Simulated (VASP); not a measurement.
# Sn3O4 (C2/m) in VASP: single point with PBE

Aim: the single point of Sn3O4 with PBE.

All numbers are computed with VASP 6.6.1; they aren't measurements. Logs are shortened: lines on timing, memory, paths and dates and some standing lists are left out, and cuts for length are marked.

### Step 1. The cell of the first run

The structure is monoclinic, space group C2/m (No. 12). The conventional cell has a = 14.759 Å, b = 3.255 Å, c = 5.733 Å, α = 90.00°, β = 97.59°, γ = 90.00°. Within 2.8 Å of Sn (site symmetry m) lie 6 O at 2.12 to 2.19 Å. Sn (site symmetry 2/m) has 2 O at 2.60 Å and 2 Sn at 3.25 Å within 3.4 Å. O (site symmetry m) has 4 Sn at 2.18 to 2.60 Å and 3 O at 2.82 to 2.83 Å within 2.9 Å. O (site symmetry m) has 3 Sn at 2.12 to 2.16 Å and 3 O at 2.78 to 2.82 Å within 2.9 Å.

### Step 2. Single point, PBE

INCAR

```
PREC = Accurate
ENCUT = 520
EDIFF = 1E-6
ISMEAR = 0
SIGMA = 0.1
LREAL = False
LASPH = True
NELM = 60
ALGO = Fast
ISIF = 2
LWAVE = False
LCHARG = True
GGA = PE
LVHAR = True
NBANDS = 42
KPAR = 4
```

KPOINTS

```
Automatic mesh
0
Gamma
  12 12 8
```

POSCAR

```
Sn3O4
1.0
    7.3740277831     -1.6272509895     -0.2903626878
    7.3740277831      1.6272509895     -0.2903626878
   -0.5333527389      0.0000000000      5.7077143555
Sn O
3 4
Direct
    0.7513434956      0.7513434956      0.2540432491
    0.2486565044      0.2486565044      0.7459567509
    0.0000000000      0.0000000000      0.0000000000
    0.1778970799      0.1778970799      0.0578275163
    0.8221029201      0.8221029201      0.9421724837
    0.6806075052      0.6806075052      0.5605700211
    0.3193924948      0.3193924948      0.4394299789
```

Potentials or basis: VASP PAW PBE potentials, release 64 (Sn_d, O).

Started as:

```bash
> cat potpaw_PBE.64/Sn_d/POTCAR potpaw_PBE.64/O/POTCAR > POTCAR
> mpirun -np 4 vasp_std > vasp.out
```

OUTCAR:

```text
PREC = Accurate
   ENCUT = 520
   EDIFF = 1E-6
   ISMEAR = 0
   LREAL = False
   LASPH = True
   NELM = 60
   ISIF = 2
   GGA = PE

 ion  position               nearest neighbor table
   1  0.751  0.751  0.254-   7 2.12   7 2.12   6 2.16   4 2.18   4 2.18   5 2.19   2 3.26   2 3.26
                             2 3.33   2 3.33
   2  0.249  0.249  0.746-   6 2.12   6 2.12   7 2.16   5 2.18   5 2.18   4 2.19   1 3.26   1 3.26
                             1 3.33   1 3.33
   3  0.000  0.000  0.000-   4 2.60   5 2.60
   4  0.178  0.178  0.058-   1 2.18   1 2.18   2 2.19   3 2.60
   5  0.822  0.822  0.942-   2 2.18   2 2.18   1 2.19   3 2.60
   6  0.681  0.681  0.561-   2 2.12   2 2.12   1 2.16
   7  0.319  0.319  0.439-   1 2.12   1 2.12   2 2.16

  LATTYP: Found a base centered monoclinic cell.
 ALAT       =    14.7594845759
 B/A-ratio  =     0.2205024140
 C/A-ratio  =     0.3883997115
 COS(beta)  =    -0.1321420758

  Lattice vectors:

 A1 = (   7.3740277831,  -1.6272509895,  -0.2903626878)
 A2 = (   7.3740277831,   1.6272509895,  -0.2903626878)
 A3 = (  -0.5333527389,   0.0000000000,   5.7077143555)

Analysis of symmetry for initial positions (statically):
=====================================================================
 Subroutine PRICEL returns:
 Original cell was already a primitive cell.

 Routine SETGRP: Setting up the symmetry group for a
 base centered monoclinic supercell.

 Subroutine GETGRP returns: Found  4 space group operations
 (whereof  4 operations were pure point group operations)
 out of a pool of  4 trial point group operations.

The static configuration has the point symmetry C_2h.

Analysis of symmetry for dynamics (positions and initial velocities):
=====================================================================
 Subroutine PRICEL returns:
 Original cell was already a primitive cell.

 Routine SETGRP: Setting up the symmetry group for a
 base centered monoclinic supercell.

 Subroutine GETGRP returns: Found  4 space group operations
 (whereof  4 operations were pure point group operations)
 out of a pool of  4 trial point group operations.

The dynamic configuration has the point symmetry C_2h.

 Subroutine INISYM returns: Found  4 space group operations
 (whereof  4 operations are pure point group operations),
 and found     1 'primitive' translations

----------------------------------------------------------------------------------------

                                     Primitive cell

[... 100 lines left out ...]
   EDIFF  = 0.1E-05   stopping-criterion for ELM
   LREAL  =      F    real-space projection
   EDIFFG = 0.1E-04   stopping-criterion for IOM
   NSW    =      0    number of steps for IOM
   IBRION =     -1    ionic relax: 0-MD 1-quasi-New 2-CG
   NFREE  =      0    steps in history (QN), initial steepest desc. (CG)
   ISIF   =      2    stress and relaxation
   ISYM   =      2    0-nonsym 1-usesym 2-fastsym
   POTIM  = 0.5000    time-step for ionic-motion
   TEBEG  =    0.0;   TEEND  =   0.0 temperature during run
   PSTRESS=    0.0 pullay stress
   NELECT =      66.0000    total number of electrons
   NUPDOWN=      -1.0000    fix difference up-down
   EMIN   =  10.00;   EMAX   =-10.00  energy-range for DOS
   EFERMI =   0.00;   METHOD = LEGACY
   ISMEAR =     0;   SIGMA  =   0.10  broadening in eV -4-tet -1-fermi 0-gaus
   EFERMI_NEDOS =   21; number of points for ismear=-14 and -15
   IALGO  =     68    algorithm
   IMIX   =      4    mixing-type and parameters
     AMIX     =   0.40;   BMIX     =  1.00
     AMIX_MAG =   1.60;   BMIX_MAG =  1.00
  volume/ion in A,a.u.               =      19.50       131.57
  Fermi-wavevector in a.u.,A,eV,Ry     =   1.285008  2.428314 22.466571  1.651246
  Thomas-Fermi vector in A             =   2.417168
   LORBIT       =      0    0 simple, 1 ext, 2 COOP (PROOUT), +10 PAW based schemes
   GGA     = PE    functional components
   LHFCALC =     F    Hartree Fock is set to
   AEXX    =    0.0000 exact exchange contribution
   IVDW    =     0    specifies the selected vdW correction
   LEPSILON=     F    determine dielectric tensor
   LRPA    =     F    only Hartree local field effects (RPA)
 non-spin polarized calculation
 RMM-DIIS sequential band-by-band and
 Gauss-broadening in eV      SIGMA  =   0.10
  energy-cutoff  :      520.00
  volume of cell :      136.47
 maximum number of plane-waves:      3704
   NGX = 29   NGY = 29   NGZ = 21

 number of electron      65.9999998 magnetization

 Free energy of the ion-electron system (eV)
  ---------------------------------------------------
  ext. energy  EPLUGINS =         0.00000000
  ---------------------------------------------------
  free energy    TOTEN  =       -39.32090585 eV

  energy without entropy =      -39.30775596  energy(sigma->0) =      -39.31433090

 E-fermi :   5.3887     XC(G=0):  -9.0673

 val. band max:        5.3860456483   @ k =   0.5000   0.3333   0.2500
 cond. band min:       5.3897080932   @ k =  -0.2500  -0.3333   0.3750
 fundamental gap:      0.0036624448
 Fermi energy:         5.3886981203

 k-point     1 :       0.0000    0.0000    0.0000
  band No.  band energies     occupation
      1     -18.3227      2.00000
      2     -17.8159      2.00000
      3     -17.6642      2.00000
      4     -17.6454      2.00000
      5     -17.6300      2.00000
      6     -17.5783      2.00000
[... 1069 lines left out ...]
     41      11.1972      0.00000
     42      12.0463      0.00000

 [... further k-points ...]
[... 5 lines left out ...]
  --------------------------------------------------------------------------------------
  -------------------------------------------------------------------------------------
  Total        0.1129461      0.3418044      0.3121724      0.0000000      0.0000000     -0.0352525
  in kB        1.3259629      4.0127088      3.6648357      0.0000000      0.0000000     -0.4138571
  external PRESSURE =       3.0011692 kB  Pullay stress =       0.0000000 kB

 VOLUME and BASIS-vectors are now :
 -----------------------------------------------------------------------------
  energy-cutoff  :      520.00
  volume of cell :      136.47
      direct lattice vectors                 reciprocal lattice vectors
     7.374027783 -1.627250990 -0.290362688     0.068055960 -0.307266674  0.006359434
     7.374027783  1.627250990 -0.290362688     0.068055960  0.307266674  0.006359434
    -0.533352739  0.000000000  5.707714356     0.006924282  0.000000000  0.175848513

 POSITION                                       TOTAL-FORCE (eV/Angst)
 -----------------------------------------------------------------------------------
     10.94536      0.00000      1.01368        -0.001556      0.000000     -0.006100
      3.26934      0.00000      4.11331         0.001556      0.000000      0.006100
      0.00000      0.00000      0.00000         0.000000      0.000000      0.000000
      2.59279      0.00000      0.22675        -0.047360      0.000000     -0.007654
     11.62191      0.00000      4.90024         0.047360      0.000000      0.007654
      9.73866      0.00000      2.80433        -0.054398      0.000000     -0.009276
      4.47605      0.00000      2.32266         0.054398      0.000000      0.009276
 -----------------------------------------------------------------------------------
    total drift:                                0.000000     -0.000000      0.000000

  FREE ENERGIE OF THE ION-ELECTRON SYSTEM (eV)
  ---------------------------------------------------
  free  energy   TOTEN  =       -39.3209058453 eV

  energy  without entropy=      -39.3077559593  energy(sigma->0) =      -39.31433090
```

OSZICAR:

```text
N       E                     dE             d eps       ncg     rms          rms(c)
DAV:   1     0.844665103083E+03    0.84467E+03   -0.31865E+04 29214   0.222E+03
DAV:   2     0.111572072983E+03   -0.73309E+03   -0.69763E+03 29208   0.635E+02
DAV:   3    -0.351621969319E+02   -0.14673E+03   -0.14274E+03 31394   0.232E+02
DAV:   4    -0.456717957285E+02   -0.10510E+02   -0.10372E+02 31778   0.680E+01
DAV:   5    -0.460272881794E+02   -0.35549E+00   -0.35457E+00 33188   0.127E+01    0.161E+01
RMM:   6    -0.396464481893E+02    0.63808E+01   -0.23631E+01 34182   0.206E+01    0.666E+00
RMM:   7    -0.393520920316E+02    0.29436E+00   -0.22008E+00 35855   0.828E+00    0.377E+00
RMM:   8    -0.393260120433E+02    0.26080E-01   -0.65435E-01 35907   0.368E+00    0.822E-01
RMM:   9    -0.393192050067E+02    0.68070E-02   -0.23946E-01 39600   0.220E+00    0.524E-01
RMM:  10    -0.393203697745E+02   -0.11648E-02   -0.22092E-02 41380   0.926E-01    0.310E-01
RMM:  11    -0.393215835651E+02   -0.12138E-02   -0.93676E-03 38470   0.556E-01    0.206E-01
RMM:  12    -0.393208410535E+02    0.74251E-03   -0.19168E-03 40313   0.257E-01    0.507E-02
RMM:  13    -0.393208858962E+02   -0.44843E-04   -0.81840E-04 41323   0.136E-01    0.167E-02
RMM:  14    -0.393209025887E+02   -0.16693E-04   -0.17029E-04 39853   0.690E-02    0.998E-03
RMM:  15    -0.393209049832E+02   -0.23944E-05   -0.33276E-05 38747   0.263E-02    0.303E-03
RMM:  16    -0.393209058453E+02   -0.86211E-06   -0.43035E-06 29086   0.122E-02
   1 F= -.39320906E+02 E0= -.39314331E+02  d E =-.131499E-01
```

stdout:

```text
POSCAR found type information on POSCAR SnO
 POSCAR found :  2 types and       7 ions
 scaLAPACK will be used
 LDA part: xc-table for (Slater+PW92), standard interpolation
 POSCAR, INCAR and KPOINTS ok, starting setup
 FFT: planning ... GRIDC
 FFT: planning ... GRID_SOFT
 FFT: planning ... GRID
 WAVECAR not read
 entering main loop
WARNING in EDDRMM: call to ZHEGV failed, returncode =   8  4     37
WARNING in EDDRMM: call to ZHEGV failed, returncode =   8  4     38
```

Wall time 30 min (4 MPI ranks of Oxide Virtual Turin-like, shared host); peak memory 1.4 GiB.

What came out:

| Item | Value |
| --- | --- |
| Free energy | -39.3209 eV |
| Pressure | 0.3 GPa |
| Largest force | 0.055 eV/Å |
| Band gap on the k mesh | zero (bands 33 and 34 overlap by 0.90 eV) |

Forces in eV/Å, atoms in the order of the input:
```
Sn  -0.002  0.000 -0.006
Sn   0.002  0.000  0.006
Sn   0.000  0.000  0.000
O   -0.047  0.000 -0.008
O    0.047  0.000  0.008
O   -0.054  0.000 -0.009
O    0.054  0.000  0.009
```

Caveat: spin-orbit coupling is left out, which moves the levels of the heavy elements.
